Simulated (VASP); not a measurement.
# BaTiO3 in VASP: a series of runs

Runs on BaTiO3. Level: PBE+U. Tasks: single point.

Everything below comes from runs of VASP 6.6.1. Logs are shortened: lines on timing, memory, paths and dates and some standing lists are left out, and cuts for length are marked.

## (1) The cell of the first run

It takes space group P4mm (No. 99, tetragonal). Conventional cell: a = 4.130 Å, b = 4.130 Å, c = 4.130 Å, α = 90.00°, β = 90.00°, γ = 90.00°. Ba (site symmetry 4mm) has 12 O at 2.89 to 2.95 Å and 8 Ti at 3.55 to 3.61 Å within 3.8 Å. Within 2.6 Å of Ti (site symmetry 4mm) lie 6 O at 1.93 to 2.20 Å. Within 2.6 Å of O (site symmetry 4mm) lie 2 Ti at 1.93 to 2.20 Å. Within 2.7 Å of O (site symmetry 2mm) lie 2 Ti at 2.07 Å.

## (2) Single point, PBE+U (atoms displaced along a vibrational mode, the cell strained)

Input file INCAR:

```
  PREC = Accurate
  ENCUT = 520
  EDIFF = 1E-6
  ISMEAR = 0
  SIGMA = 0.05
  LREAL = False
  LASPH = True
  NELM = 150
  ALGO = Normal
  ISIF = 2
  LWAVE = False
  LCHARG = False
  LMAXMIX = 4
  LDAU = True
  LDAUTYPE = 2
  LDAUL = -1 2 -1
  LDAUU = 0 4 0
  LDAUJ = 0 0 0
  LDAUPRINT = 1
  GGA = PE
  NBANDS = 28
```

Input file KPOINTS:

```
regular mesh
0
Gamma
  8 8 8
```

Input file POSCAR:

```
BaTiO3
1.0
    4.1295728340      0.0000000000      0.0000000000
    0.0000000000      4.1295728340      0.0000000000
    0.0000000000      0.0000000000      4.1295728340
Ba Ti O
1 1 3
Direct
    0.5003431908      0.5000000000      0.5000000000
    0.0127016912      0.0000000000      0.0000000000
    0.4793489537      0.0000000000      0.0000000000
   -0.0101482944      0.5000000000      0.0000000000
   -0.0101482944      0.0000000000      0.5000000000
```

Potentials or basis: VASP PAW PBE potentials, release 64 (Ba_sv, Ti_sv, O).

Run with:

```
> cat potpaw_PBE.64/Ba_sv/POTCAR potpaw_PBE.64/Ti_sv/POTCAR potpaw_PBE.64/O/POTCAR > POTCAR
> mpirun -np 1 vasp_std > vasp.out
```

OUTCAR:

```text
PREC = Accurate
   ENCUT = 520
   EDIFF = 1E-6
   ISMEAR = 0
   LREAL = False
   LASPH = True
   NELM = 150
   ISIF = 2
   GGA = PE

 ion  position               nearest neighbor table
   1  0.500  0.500  0.500-   4 2.89   5 2.89   4 2.89   5 2.89   3 2.92   3 2.92   3 2.92   3 2.92
                             4 2.95   5 2.95   4 2.95   5 2.95   2 3.55   2 3.55   2 3.55   2 3.55
   2  0.013  0.000  0.000-   3 1.93   4 2.07   5 2.07   5 2.07   4 2.07   3 2.20   1 3.55   1 3.55
                             1 3.55   1 3.55   1 3.61   1 3.61   1 3.61   1 3.61
   3  0.479  0.000  0.000-   2 1.93   2 2.20   1 2.92   1 2.92   1 2.92   1 2.92
   4  0.990  0.500  0.000-   2 2.07   2 2.07   1 2.89   1 2.89   1 2.95   1 2.95
   5  0.990  0.000  0.500-   2 2.07   2 2.07   1 2.89   1 2.89   1 2.95   1 2.95

  LATTYP: Found a simple cubic cell.
 ALAT       =     4.1295728340

  Lattice vectors:

 A1 = (   4.1295728340,   0.0000000000,   0.0000000000)
 A2 = (   0.0000000000,   4.1295728340,   0.0000000000)
 A3 = (   0.0000000000,   0.0000000000,   4.1295728340)

Analysis of symmetry for initial positions (statically):
=====================================================================
 Subroutine PRICEL returns:
 Original cell was already a primitive cell.

 Routine SETGRP: Setting up the symmetry group for a
 simple cubic supercell.

 Subroutine GETGRP returns: Found  8 space group operations
 (whereof  8 operations were pure point group operations)
 out of a pool of 48 trial point group operations.

The static configuration has the point symmetry C_4v.

Analysis of symmetry for dynamics (positions and initial velocities):
=====================================================================
 Subroutine PRICEL returns:
 Original cell was already a primitive cell.

 Routine SETGRP: Setting up the symmetry group for a
 simple cubic supercell.

 Subroutine GETGRP returns: Found  8 space group operations
 (whereof  8 operations were pure point group operations)
 out of a pool of 48 trial point group operations.

The dynamic configuration has the point symmetry C_4v.

 Subroutine INISYM returns: Found  8 space group operations
 (whereof  8 operations are pure point group operations),
 and found     1 'primitive' translations

----------------------------------------------------------------------------------------

                                     Primitive cell

  volume of cell :      70.4231

  direct lattice vectors                    reciprocal lattice vectors
     4.129572834  0.000000000  0.000000000     0.242155797  0.000000000  0.000000000
     0.000000000  4.129572834  0.000000000     0.000000000  0.242155797  0.000000000
     0.000000000  0.000000000  4.129572834     0.000000000  0.000000000  0.242155797

  length of vectors
     4.129572834  4.129572834  4.129572834     0.242155797  0.242155797  0.242155797

  position of ions in fractional coordinates (direct lattice)
     0.500343191  0.500000000  0.500000000
     0.012701691  0.000000000  0.000000000
     0.479348954  0.000000000  0.000000000
     0.989851706  0.500000000  0.000000000
     0.989851706  0.000000000  0.500000000

  ion indices of the primitive-cell ions
   primitive index   ion index
                 1           1
                 2           2
                 3           3
                 4           4
                 5           5

----------------------------------------------------------------------------------------

 KPOINTS: regular mesh

Automatic generation of k-mesh.
 Grid dimensions read from file:
 generate k-points for:    8    8    8

 Generating k-lattice:

  Cartesian coordinates                     Fractional coordinates (reciprocal lattice)
     0.030269475  0.000000000  0.000000000     0.125000000  0.000000000  0.000000000
     0.000000000  0.030269475  0.000000000     0.000000000  0.125000000  0.000000000
     0.000000000  0.000000000  0.030269475     0.000000000  0.000000000  0.125000000
[... 54 lines left out ...]
   LASPH  =      T    aspherical Exc in radial PAW
   ENCUT  =  520.0 eV  38.22 Ry    6.18 a.u.   7.68  7.68  7.68*2*pi/ulx,y,z
   NELM   =    150;   NELMIN=  2; NELMDL= -5     # of ELM steps
   EDIFF  = 0.1E-05   stopping-criterion for ELM
   LREAL  =      F    real-space projection
   EDIFFG = 0.1E-04   stopping-criterion for IOM
   NSW    =      0    number of steps for IOM
   IBRION =     -1    ionic relax: 0-MD 1-quasi-New 2-CG
   NFREE  =      0    steps in history (QN), initial steepest desc. (CG)
   ISIF   =      2    stress and relaxation
   ISYM   =      2    0-nonsym 1-usesym 2-fastsym
   POTIM  = 0.5000    time-step for ionic-motion
   TEBEG  =    0.0;   TEEND  =   0.0 temperature during run
   PSTRESS=    0.0 pullay stress
   NELECT =      40.0000    total number of electrons
   NUPDOWN=      -1.0000    fix difference up-down
   EMIN   =  10.00;   EMAX   =-10.00  energy-range for DOS
   EFERMI =   0.00;   METHOD = LEGACY
   ISMEAR =     0;   SIGMA  =   0.05  broadening in eV -4-tet -1-fermi 0-gaus
   EFERMI_NEDOS =   21; number of points for ismear=-14 and -15
   IALGO  =     38    algorithm
   IMIX   =      4    mixing-type and parameters
     AMIX     =   0.40;   BMIX     =  1.00
     AMIX_MAG =   1.60;   BMIX_MAG =  1.00
  volume/ion in A,a.u.               =      14.08        95.05
  Fermi-wavevector in a.u.,A,eV,Ry     =   1.355781  2.562056 25.009460  1.838143
  Thomas-Fermi vector in A             =   2.482840
   LORBIT       =      0    0 simple, 1 ext, 2 COOP (PROOUT), +10 PAW based schemes
 LDA+U is selected, type is set to LDAUTYPE =  2
   angular momentum for each species LDAUL =    -1    2   -1
   U (eV)           for each species LDAUU =   0.0  4.0  0.0
   J (eV)           for each species LDAUJ =   0.0  0.0  0.0
   GGA     = PE    functional components
   LHFCALC =     F    Hartree Fock is set to
   AEXX    =    0.0000 exact exchange contribution
   IVDW    =     0    specifies the selected vdW correction
   LEPSILON=     F    determine dielectric tensor
   LRPA    =     F    only Hartree local field effects (RPA)
 non-spin polarized calculation
 Gauss-broadening in eV      SIGMA  =   0.05
  energy-cutoff  :      520.00
  volume of cell :       70.42
 maximum number of plane-waves:      1924
 NGX is ok and might be reduce to    32
   NGX = 15   NGY = 15   NGZ = 15

atom =   2  type =  2  l = 2

 onsite density matrix

spin component  1

  0.1056 -0.0000  0.0000  0.0000 -0.0000
 -0.0000  0.0980 -0.0000 -0.0000  0.0000
  0.0000 -0.0000  0.2206 -0.0000 -0.0057
  0.0000 -0.0000 -0.0000  0.1056  0.0000
 -0.0000  0.0000 -0.0057  0.0000  0.2271

spin component  2

  0.1056 -0.0000  0.0000  0.0000 -0.0000
 -0.0000  0.0980 -0.0000 -0.0000  0.0000
  0.0000 -0.0000  0.2206 -0.0000 -0.0057
  0.0000 -0.0000 -0.0000  0.1056  0.0000
 -0.0000  0.0000 -0.0057  0.0000  0.2271

 occupancies and eigenvectors

  o =  0.0980  v =  0.0000  1.0000 -0.0000 -0.0000 -0.0000  0.0000  0.0000  0.0000  0.0000  0.0000      0.0000  0.0000  0.0000  0.0000  0.0000  0.0000  0.0000  0.0000  0.0000  0.0000
  o =  0.0980  v =  0.0000  0.0000  0.0000  0.0000  0.0000  0.0000  1.0000 -0.0000 -0.0000 -0.0000      0.0000  0.0000  0.0000  0.0000  0.0000  0.0000  0.0000  0.0000  0.0000  0.0000
  o =  0.1056  v =  0.0000 -0.0000 -0.0000 -1.0000  0.0000  0.0000  0.0000  0.0000  0.0000  0.0000      0.0000  0.0000  0.0000  0.0000  0.0000  0.0000  0.0000  0.0000  0.0000  0.0000
  o =  0.1056  v =  0.0000  0.0000  0.0000  0.0000  0.0000  0.0000 -0.0000 -0.0000 -1.0000  0.0000      0.0000  0.0000  0.0000  0.0000  0.0000  0.0000  0.0000  0.0000  0.0000  0.0000
  o =  0.1056  v =  0.0000  0.0000  0.0000  0.0000  0.0000  1.0000  0.0000  0.0000  0.0000  0.0000      0.0000  0.0000  0.0000  0.0000  0.0000  0.0000  0.0000  0.0000  0.0000  0.0000
  o =  0.1056  v =  1.0000  0.0000  0.0000  0.0000  0.0000  0.0000  0.0000  0.0000  0.0000  0.0000      0.0000  0.0000  0.0000  0.0000  0.0000  0.0000  0.0000  0.0000  0.0000  0.0000
  o =  0.2173  v =  0.0000 -0.0000  0.8660  0.0000  0.5000  0.0000  0.0000  0.0000  0.0000  0.0000      0.0000  0.0000  0.0000  0.0000  0.0000  0.0000  0.0000  0.0000  0.0000  0.0000
  o =  0.2173  v =  0.0000  0.0000  0.0000  0.0000  0.0000  0.0000 -0.0000  0.8660  0.0000  0.5000      0.0000  0.0000  0.0000  0.0000  0.0000  0.0000  0.0000  0.0000  0.0000  0.0000
  o =  0.2304  v =  0.0000  0.0000  0.0000  0.0000  0.0000  0.0000  0.0000 -0.5000  0.0000  0.8660      0.0000  0.0000  0.0000  0.0000  0.0000  0.0000  0.0000  0.0000  0.0000  0.0000
  o =  0.2304  v =  0.0000  0.0000 -0.5000  0.0000  0.8660  0.0000  0.0000  0.0000  0.0000  0.0000      0.0000  0.0000  0.0000  0.0000  0.0000  0.0000  0.0000  0.0000  0.0000  0.0000

 number of electron      40.0000016 magnetization

 Free energy of the ion-electron system (eV)
  ---------------------------------------------------
  ext. energy  EPLUGINS =         0.00000000
  ---------------------------------------------------
  free energy    TOTEN  =       -37.27388740 eV

  energy without entropy =      -37.27388740  energy(sigma->0) =      -37.27388740

 E-fermi :   3.5485     XC(G=0): -10.7759

 val. band max:        3.3165053567   @ k =   0.5000   0.5000   0.5000
 cond. band min:       5.3551583975   @ k =   0.0000   0.0000   0.0000
 fundamental gap:      2.0386530408
 Fermi energy:         3.5484569389

 k-point     1 :       0.0000    0.0000    0.0000
  band No.  band energies     occupation
      1     -54.7882      2.00000
      2     -30.9342      2.00000
      3     -30.9095      2.00000
      4     -30.9095      2.00000
      5     -21.8027      2.00000
      6     -13.4514      2.00000
[... 733 lines left out ...]
     27      10.9744      0.00000
     28      11.2175      0.00000

 [... further k-points ...]

------------------------ aborting loop because EDIFF is reached ----------------------------------------

  FORCE on cell =-STRESS in cart. coord.  units (eV):
  Direction    XX          YY          ZZ          XY          YZ          ZX
  --------------------------------------------------------------------------------------
  -------------------------------------------------------------------------------------
  Total       -2.2554519     -3.1736875     -3.1736875      0.0000000      0.0000000      0.0000000
  in kB      -51.3131594    -72.2036828    -72.2036828      0.0000000      0.0000000      0.0000000
  external PRESSURE =     -65.2401750 kB  Pullay stress =       0.0000000 kB

 VOLUME and BASIS-vectors are now :
 -----------------------------------------------------------------------------
  energy-cutoff  :      520.00
  volume of cell :       70.42
      direct lattice vectors                 reciprocal lattice vectors
     4.129572834  0.000000000  0.000000000     0.242155797  0.000000000  0.000000000
     0.000000000  4.129572834  0.000000000     0.000000000  0.242155797  0.000000000
     0.000000000  0.000000000  4.129572834     0.000000000  0.000000000  0.242155797

 POSITION                                       TOTAL-FORCE (eV/Angst)
 -----------------------------------------------------------------------------------
      2.06620      2.06479      2.06479         0.038162      0.000000     -0.000000
      0.05245      0.00000      0.00000         0.007611     -0.000000      0.000000
      1.97951      0.00000      0.00000        -0.015197      0.000000      0.000000
      4.08766      2.06479      0.00000        -0.015288      0.000000      0.000000
      4.08766      0.00000      2.06479        -0.015288     -0.000000     -0.000000
 -----------------------------------------------------------------------------------
    total drift:                                0.000040     -0.000000      0.000000

  FREE ENERGIE OF THE ION-ELECTRON SYSTEM (eV)
  ---------------------------------------------------
  free  energy   TOTEN  =       -37.2738873971 eV

  energy  without entropy=      -37.2738873971  energy(sigma->0) =      -37.27388740
```

It took 74 s on 1 thread of Intel Xeon 6975P-C (Granite Rapids), shared host; peak memory 0.27 GiB.

Results:

```yaml
Free_energy: -37.2739 eV
Pressure: -6.5 GPa
Largest_force: 0.038 eV/Å
Band_gap_on_the_k_mesh: 2.04 eV (least direct gap 2.41 eV)
```

Forces in eV/Å, atoms in the order of the input:
```
Ba   0.038  0.000  0.000
Ti   0.008  0.000  0.000
O   -0.015  0.000  0.000
O   -0.015  0.000  0.000
O   -0.015  0.000  0.000
```

Eigenvalues of the final occupation matrices:
```
    site  spin  trace               eigenvalues
site 2 d     1   0.76  0.10 0.11 0.11 0.22 0.23
site 2 d     2   0.76  0.10 0.11 0.11 0.22 0.23
```

Caveat: the cell differs from its parent crystal (atoms displaced along a vibrational mode, the cell strained); the cell stands under tension; spin-orbit coupling is left out, which moves the levels of the heavy elements.

(Part 1 of 2 ends here.)
